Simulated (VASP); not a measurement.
# KTaO3 (Pm-3m) in VASP: a series of runs

KTaO3 is run at these levels: r2SCAN; tasks: single point.

Everything below comes from runs of VASP 6.6.1. Logs are shortened: lines on timing, memory, paths and dates and some standing lists are left out, and cuts for length are marked.

## Step 1: The cell of the first run

It takes space group Pm-3m (No. 221, cubic). The conventional cell has a = 4.070 Å, b = 4.070 Å, c = 4.070 Å, α = 90.00°, β = 90.00°, γ = 90.00°. Within 3.8 Å of K (site symmetry m-3m) lie 12 O at 2.88 Å and 8 Ta at 3.52 Å. Ta (site symmetry m-3m) has 6 O at 2.03 Å within 2.7 Å. O (site symmetry 4/mmm) has 2 Ta at 2.03 Å within 2.7 Å.

## Step 2: Single point, r2SCAN (strain +2.0%)

The input, POSCAR:

```
KTaO3
1.0
    4.0699337251      0.0000000000      0.0000000000
    0.0000000000      4.0699337251      0.0000000000
    0.0000000000      0.0000000000      4.0699337251
K Ta O
1 1 3
Direct
    0.0000000000      0.0000000000      0.0000000000
    0.5000000000      0.5000000000      0.5000000000
    0.5000000000      0.5000000000      0.0000000000
    0.5000000000      0.0000000000      0.5000000000
    0.0000000000      0.5000000000      0.5000000000
```

The input, INCAR.step1:

```
ALGO = Normal
EDIFF = 1E-4
ENCUT = 520
GGA = PE
ISMEAR = 0
LASPH = True
LCHARG = False
LREAL = False
LWAVE = True
NBANDS = 27
NELM = 60
PREC = Accurate
SIGMA = 0.01
```

The input, INCAR.step2:

```
ALGO = Normal
EDIFF = 1E-6
ENCUT = 520
ISIF = 2
ISMEAR = 0
ISTART = 1
LASPH = True
LCHARG = False
LMIXTAU = True
LREAL = False
LWAVE = False
METAGGA = R2SCAN
NBANDS = 27
NELM = 60
PREC = Accurate
SIGMA = 0.01
```

The input, KPOINTS:

```
k-points
0
Gamma
  6 6 6
```

Potentials or basis: VASP PAW PBE potentials, release 64 (K_sv, Ta_pv, O).

Launch:

```
cat potpaw_PBE.64/K_sv/POTCAR potpaw_PBE.64/Ta_pv/POTCAR potpaw_PBE.64/O/POTCAR > POTCAR
cp INCAR.step1 INCAR
mpirun -np 1 vasp_std > vasp.out
cp INCAR.step2 INCAR
mpirun -np 1 vasp_std > vasp.out
```

OUTCAR:

```text
EDIFF = 1E-6
   ENCUT = 520
   ISIF = 2
   ISMEAR = 0
   ISTART = 1
   LASPH = True
   LREAL = False
   METAGGA = R2SCAN
   NELM = 60
   PREC = Accurate

 ion  position               nearest neighbor table
   1  0.000  0.000  0.000-   3 2.88   4 2.88   5 2.88   4 2.88   5 2.88   3 2.88   5 2.88   5 2.88
                             3 2.88   4 2.88   4 2.88   3 2.88   2 3.52   2 3.52   2 3.52   2 3.52
   2  0.500  0.500  0.500-   3 2.03   4 2.03   5 2.03   3 2.03   4 2.03   5 2.03   1 3.52   1 3.52
                             1 3.52   1 3.52   1 3.52   1 3.52   1 3.52   1 3.52
   3  0.500  0.500  0.000-   2 2.03   2 2.03   1 2.88   1 2.88   1 2.88   1 2.88
   4  0.500  0.000  0.500-   2 2.03   2 2.03   1 2.88   1 2.88   1 2.88   1 2.88
   5  0.000  0.500  0.500-   2 2.03   2 2.03   1 2.88   1 2.88   1 2.88   1 2.88

  LATTYP: Found a simple cubic cell.
 ALAT       =     4.0699337251

  Lattice vectors:

 A1 = (   4.0699337251,   0.0000000000,   0.0000000000)
 A2 = (   0.0000000000,   4.0699337251,   0.0000000000)
 A3 = (   0.0000000000,   0.0000000000,   4.0699337251)

Analysis of symmetry for initial positions (statically):
=====================================================================
 Subroutine PRICEL returns:
 Original cell was already a primitive cell.

 Routine SETGRP: Setting up the symmetry group for a
 simple cubic supercell.

 Subroutine GETGRP returns: Found 48 space group operations
 (whereof 48 operations were pure point group operations)
 out of a pool of 48 trial point group operations.

The static configuration has the point symmetry O_h .

Analysis of symmetry for dynamics (positions and initial velocities):
=====================================================================
 Subroutine PRICEL returns:
 Original cell was already a primitive cell.

 Routine SETGRP: Setting up the symmetry group for a
 simple cubic supercell.

 Subroutine GETGRP returns: Found 48 space group operations
 (whereof 48 operations were pure point group operations)
 out of a pool of 48 trial point group operations.

The dynamic configuration has the point symmetry O_h .

 Subroutine INISYM returns: Found 48 space group operations
 (whereof 48 operations are pure point group operations),
 and found     1 'primitive' translations

----------------------------------------------------------------------------------------

                                     Primitive cell

  volume of cell :      67.4158

  direct lattice vectors                    reciprocal lattice vectors
     4.069933725  0.000000000  0.000000000     0.245704247  0.000000000  0.000000000
     0.000000000  4.069933725  0.000000000     0.000000000  0.245704247  0.000000000
     0.000000000  0.000000000  4.069933725     0.000000000  0.000000000  0.245704247

  length of vectors
     4.069933725  4.069933725  4.069933725     0.245704247  0.245704247  0.245704247

  position of ions in fractional coordinates (direct lattice)
     0.000000000  0.000000000  0.000000000
     0.500000000  0.500000000  0.500000000
     0.500000000  0.500000000  0.000000000
     0.500000000  0.000000000  0.500000000
     0.000000000  0.500000000  0.500000000

  ion indices of the primitive-cell ions
   primitive index   ion index
                 1           1
                 2           2
                 3           3
                 4           4
                 5           5

----------------------------------------------------------------------------------------

 KPOINTS: k-points

Automatic generation of k-mesh.
 Grid dimensions read from file:
 generate k-points for:    6    6    6

 Generating k-lattice:

  Cartesian coordinates                     Fractional coordinates (reciprocal lattice)
     0.040950708  0.000000000  0.000000000     0.166666667  0.000000000  0.000000000
     0.000000000  0.040950708  0.000000000     0.000000000  0.166666667  0.000000000
     0.000000000  0.000000000  0.040950708     0.000000000  0.000000000  0.166666667

  Length of vectors
     0.040950708  0.040950708  0.040950708

  Shift w.r.t. Gamma in fractional coordinates (k-lattice)
     0.000000000  0.000000000  0.000000000

 Subroutine IBZKPT returns following result:
 ===========================================

 Found     20 irreducible k-points:

 Following reciprocal coordinates:
            Coordinates               Weight
  0.000000  0.000000  0.000000      1.000000
  0.166667  0.000000  0.000000      6.000000
  0.333333  0.000000  0.000000      6.000000
  0.500000  0.000000  0.000000      3.000000
  0.166667  0.166667  0.000000     12.000000
  0.333333  0.166667  0.000000     24.000000
[... 12 lines left out ...]
  0.500000  0.500000  0.333333      6.000000
  0.500000  0.500000  0.500000      1.000000
   k-points           NKPTS =     20   k-points in BZ     NKDIM =     20   number of bands    NBANDS=     27
   number of dos      NEDOS =    301   number of ions     NIONS =      5
   total plane-waves  NPLWV =  27000
   dimension x,y,z NGX =    30 NGY =   30 NGZ =   30
   dimension x,y,z NGXF=    60 NGYF=   60 NGZF=   60
   ions per type =               1   1   3
   NGX,Y,Z   is equivalent  to a cutoff of  12.25, 12.25, 12.25 a.u.
   NGXF,Y,Z  is equivalent  to a cutoff of  24.51, 24.51, 24.51 a.u.
 SYSTEM =  unknown system
   PREC   = accura    normal or accurate (medium, high low for compatibility)
   ISTART =      1    job   : 0-new  1-cont  2-samecut
   ICHARG =      0    charge: 1-file 2-atom 10-const
   ISPIN  =      1    spin polarized calculation?
   LNONCOLLINEAR =      F non collinear calculations
   LSORBIT =      F    spin-orbit coupling
   LASPH  =      T    aspherical Exc in radial PAW
   ENCUT  =  520.0 eV  38.22 Ry    6.18 a.u.   7.57  7.57  7.57*2*pi/ulx,y,z
   NELM   =     60;   NELMIN=  2; NELMDL=  0     # of ELM steps
   EDIFF  = 0.1E-05   stopping-criterion for ELM
   LREAL  =      F    real-space projection
   EDIFFG = 0.1E-04   stopping-criterion for IOM
   NSW    =      0    number of steps for IOM
   IBRION =     -1    ionic relax: 0-MD 1-quasi-New 2-CG
   NFREE  =      0    steps in history (QN), initial steepest desc. (CG)
   ISIF   =      2    stress and relaxation
   ISYM   =      2    0-nonsym 1-usesym 2-fastsym
   POTIM  = 0.5000    time-step for ionic-motion
   TEBEG  =    0.0;   TEEND  =   0.0 temperature during run
   PSTRESS=    0.0 pullay stress
   NELECT =      38.0000    total number of electrons
   NUPDOWN=      -1.0000    fix difference up-down
   EMIN   =  10.00;   EMAX   =-10.00  energy-range for DOS
   EFERMI =   0.00;   METHOD = LEGACY
   ISMEAR =     0;   SIGMA  =   0.01  broadening in eV -4-tet -1-fermi 0-gaus
   EFERMI_NEDOS =   21; number of points for ismear=-14 and -15
   IALGO  =     38    algorithm
   IMIX   =      4    mixing-type and parameters
     AMIX     =   0.40;   BMIX     =  1.00
     AMIX_MAG =   1.60;   BMIX_MAG =  1.00
  volume/ion in A,a.u.               =      13.48        90.99
  Fermi-wavevector in a.u.,A,eV,Ry     =   1.352328  2.555529 24.882211  1.828791
  Thomas-Fermi vector in A             =   2.479676
   LORBIT       =      0    0 simple, 1 ext, 2 COOP (PROOUT), +10 PAW based schemes
   METAGGA = R2SCAN    functional components
   LHFCALC =     F    Hartree Fock is set to
   AEXX    =    0.0000 exact exchange contribution
   IVDW    =     0    specifies the selected vdW correction
   LEPSILON=     F    determine dielectric tensor
   LRPA    =     F    only Hartree local field effects (RPA)
 non-spin polarized calculation
 Gauss-broadening in eV      SIGMA  =   0.01
  energy-cutoff  :      520.00
  volume of cell :       67.42
 maximum number of plane-waves:      1856
   NGX = 15   NGY = 15   NGZ = 15

 number of electron      37.9999986 magnetization

 Free energy of the ion-electron system (eV)
  ---------------------------------------------------
  ext. energy  EPLUGINS =         0.00000000
  ---------------------------------------------------
  free energy    TOTEN  =       -87.04745567 eV

  energy without entropy =      -87.04745567  energy(sigma->0) =      -87.04745567

 E-fermi :   1.1393     XC(G=0): -11.2177

 val. band max:        1.0161652880   @ k =   0.5000   0.5000   0.5000
 cond. band min:       3.4549341956   @ k =   0.0000   0.0000   0.0000
 fundamental gap:      2.4387689076
 Fermi energy:         1.1392552796

 k-point     1 :       0.0000    0.0000    0.0000
  band No.  band energies     occupation
      1     -34.5626      2.00000
      2     -34.5626      2.00000
      3     -34.5626      2.00000
      4     -27.4884      2.00000
      5     -17.3151      2.00000
      6     -16.6652      2.00000
[... 19 lines left out ...]
     26       9.6452      0.00000
     27       9.6452      0.00000

 k-point     2 :       0.1667    0.0000    0.0000
  band No.  band energies     occupation
      1     -34.5813      2.00000
      2     -34.5620      2.00000
      3     -34.5620      2.00000
      4     -27.4836      2.00000
      5     -17.2472      2.00000
      6     -16.6606      2.00000
[... 19 lines left out ...]
     26       9.9702      0.00000
     27      10.0118      0.00000

 k-point     3 :       0.3333    0.0000    0.0000
  band No.  band energies     occupation
      1     -34.6183      2.00000
      2     -34.5608      2.00000
      3     -34.5608      2.00000
      4     -27.4741      2.00000
      5     -17.1946      2.00000
      6     -16.6517      2.00000
[... 19 lines left out ...]
     26      10.6614      0.00000
     27      11.2096      0.00000

 k-point     4 :       0.5000    0.0000    0.0000
  band No.  band energies     occupation
      1     -34.6366      2.00000
      2     -34.5601      2.00000
      3     -34.5601      2.00000
      4     -27.4693      2.00000
      5     -17.1911      2.00000
      6     -16.6475      2.00000
[... 19 lines left out ...]
     26      11.0345      0.00000
     27      12.1599      0.00000

 k-point     5 :       0.1667    0.1667    0.0000
  band No.  band energies     occupation
      1     -34.5808      2.00000
      2     -34.5805      2.00000
      3     -34.5614      2.00000
      4     -27.4793      2.00000
      5     -17.1585      2.00000
      6     -16.5786      2.00000
[... 19 lines left out ...]
     26      10.2723      0.00000
     27      10.3432      0.00000

 k-point     6 :       0.3333    0.1667    0.0000
  band No.  band energies     occupation
      1     -34.6176      2.00000
      2     -34.5793      2.00000
      3     -34.5601      2.00000
      4     -27.4708      2.00000
      5     -17.0788      2.00000
      6     -16.5459      2.00000
[... 324 lines left out ...]
      1     -34.6142      2.00000
      2     -34.6139      2.00000
      3     -34.6139      2.00000
      4     -27.4557      2.00000
      5     -16.3398      2.00000
      6     -16.1137      2.00000
[... 19 lines left out ...]
     26      12.0080      0.00000
     27      12.0080      0.00000

 k-point    18 :       0.5000    0.3333    0.3333
  band No.  band energies     occupation
      1     -34.6321      2.00000
      2     -34.6134      2.00000
      3     -34.6132      2.00000
      4     -27.4529      2.00000
      5     -16.2614      2.00000
      6     -16.1018      2.00000
[... 19 lines left out ...]
     26      11.9723      0.00000
     27      12.6671      0.00000

 k-point    19 :       0.5000    0.5000    0.3333
  band No.  band energies     occupation
      1     -34.6314      2.00000
      2     -34.6314      2.00000
      3     -34.6126      2.00000
      4     -27.4501      2.00000
      5     -16.1681      2.00000
      6     -15.9130      2.00000
[... 19 lines left out ...]
     26      12.0249      0.00000
     27      12.4811      0.00000

 k-point    20 :       0.5000    0.5000    0.5000
  band No.  band energies     occupation
      1     -34.6307      2.00000
      2     -34.6307      2.00000
      3     -34.6307      2.00000
      4     -27.4473      2.00000
      5     -15.8981      2.00000
      6     -15.8981      2.00000
[... 19 lines left out ...]
     26      12.5000      0.00000
     27      13.0942      0.00000

------------------------ aborting loop because EDIFF is reached ----------------------------------------

  FORCE on cell =-STRESS in cart. coord.  units (eV):
  Direction    XX          YY          ZZ          XY          YZ          ZX
  --------------------------------------------------------------------------------------
  -------------------------------------------------------------------------------------
  Total       -4.2953985     -4.2953985     -4.2953985      0.0000000      0.0000000     -0.0000000
  in kB     -102.0826716   -102.0826716   -102.0826716      0.0000000      0.0000000     -0.0000000
  external PRESSURE =    -102.0826716 kB  Pullay stress =       0.0000000 kB

 VOLUME and BASIS-vectors are now :
 -----------------------------------------------------------------------------
  energy-cutoff  :      520.00
  volume of cell :       67.42
      direct lattice vectors                 reciprocal lattice vectors
     4.069933725  0.000000000  0.000000000     0.245704247  0.000000000  0.000000000
     0.000000000  4.069933725  0.000000000     0.000000000  0.245704247  0.000000000
     0.000000000  0.000000000  4.069933725     0.000000000  0.000000000  0.245704247

 POSITION                                       TOTAL-FORCE (eV/Angst)
 -----------------------------------------------------------------------------------
      0.00000      0.00000      0.00000         0.000000      0.000000      0.000000
      2.03497      2.03497      2.03497         0.000000      0.000000      0.000000
      2.03497      2.03497      0.00000         0.000000      0.000000      0.000000
      2.03497      0.00000      2.03497         0.000000      0.000000      0.000000
      0.00000      2.03497      2.03497         0.000000      0.000000      0.000000
 -----------------------------------------------------------------------------------
    total drift:                                0.000000      0.000000     -0.000000

  FREE ENERGIE OF THE ION-ELECTRON SYSTEM (eV)
  ---------------------------------------------------
  free  energy   TOTEN  =       -87.0474556736 eV

  energy  without entropy=      -87.0474556736  energy(sigma->0) =      -87.04745567
```

It took 68 s on 1 thread of AMD EPYC 9R45 (Zen 5), shared host; peak memory 0.16 GiB.

What came out:

```
Free energy            : -87.0475 eV
Pressure               : -10.2 GPa
Band gap on the k mesh : 2.44 eV, indirect (least direct gap 3.10 eV)
```

Levels at points of the mesh, in eV from the valence-band top:
```csv
k point,band 16,band 17,band 18,band 19,band 20,band 21,band 22,band 23
"(0.00, 0.00, 0.00)",-1.00,-0.67,-0.67,-0.67,2.44,2.44,2.44,6.37
"(0.50, 0.00, 0.00)",-2.03,-1.40,-0.87,-0.87,2.57,5.01,5.01,6.40
"(0.50, 0.50, 0.00)",-1.84,-1.39,-1.39,-0.03,5.04,5.04,6.25,7.31
"(0.50, 0.50, 0.50)",-3.76,0.00,0.00,0.00,6.35,6.35,6.35,9.48
```

Caveat: the cell differs from its parent crystal (strain +2.0%); the PAW data sets were made with another functional, which shifts forces and pressure a little; spin-orbit coupling is left out, which moves the levels of the heavy elements. A k mesh can miss the band edges.

## Step 3: Single point, r2SCAN (strain +4.0%)

Changes to POSCAR since step 2:

```diff
@@ -2,5 +2,5 @@
 1.0
-    4.0699337251      0.0000000000      0.0000000000
-    0.0000000000      4.0699337251      0.0000000000
-    0.0000000000      0.0000000000      4.0699337251
+    4.1497363471      0.0000000000      0.0000000000
+    0.0000000000      4.1497363471      0.0000000000
+    0.0000000000      0.0000000000      4.1497363471
 K Ta O
```

The input, INCAR.step1:

```
  ALGO = Normal
  EDIFF = 1E-4
  ENCUT = 520
  GGA = PE
  ISMEAR = 0
  LASPH = True
  LCHARG = False
  LREAL = False
  LWAVE = True
  NBANDS = 27
  NELM = 60
  PREC = Accurate
  SIGMA = 0.01
```

The input, INCAR.step2:

```
  ALGO = Normal
  EDIFF = 1E-7
  ENCUT = 520
  ISIF = 2
  ISMEAR = 0
  ISTART = 1
  LASPH = True
  LCHARG = True
  LELF = True
  LMIXTAU = True
  LREAL = False
  LVHAR = True
  LWAVE = False
  METAGGA = R2SCAN
  NBANDS = 27
  NELM = 60
  PREC = Accurate
  SIGMA = 0.01
```

KPOINTS is that of step 2.

Potentials or basis: VASP PAW PBE potentials, release 64 (K_sv, Ta_pv, O).

Launch:

```
cat potpaw_PBE.64/K_sv/POTCAR potpaw_PBE.64/Ta_pv/POTCAR potpaw_PBE.64/O/POTCAR > POTCAR
cp INCAR.step1 INCAR
mpirun -np 1 vasp_std > vasp.out
cp INCAR.step2 INCAR
mpirun -np 1 vasp_std > vasp.out
```

Wall time 81 s (1 thread of AMD EPYC 9R45 (Zen 5), shared host); peak memory 0.18 GiB.

Results (log left out):

```yaml
Free_energy: -86.6848 eV
Pressure: -18.4 GPa
Band_gap_on_the_k_mesh: 2.28 eV, indirect (least direct gap 2.94 eV)
```

Levels at points of the mesh, in eV from the valence-band top:
```
           k point  band 16  band 17  band 18  band 19  band 20  band 21  band 22  band 23
(0.00, 0.00, 0.00)    -0.92    -0.66    -0.66    -0.66     2.28     2.28     2.28     5.74
(0.50, 0.00, 0.00)    -1.91    -1.27    -0.84    -0.84     2.39     4.62     4.62     5.76
(0.50, 0.50, 0.00)    -1.91    -1.31    -1.31    -0.03     4.65     4.65     5.76     6.59
(0.50, 0.50, 0.50)    -3.56     0.00     0.00     0.00     5.83     5.83     5.83     9.30
```

Caveat: the cell differs from its parent crystal (strain +4.0%); the PAW data sets were made with another functional, which shifts forces and pressure a little; spin-orbit coupling is left out, which moves the levels of the heavy elements. A k mesh can miss the band edges.

[end of part 1 of 3]
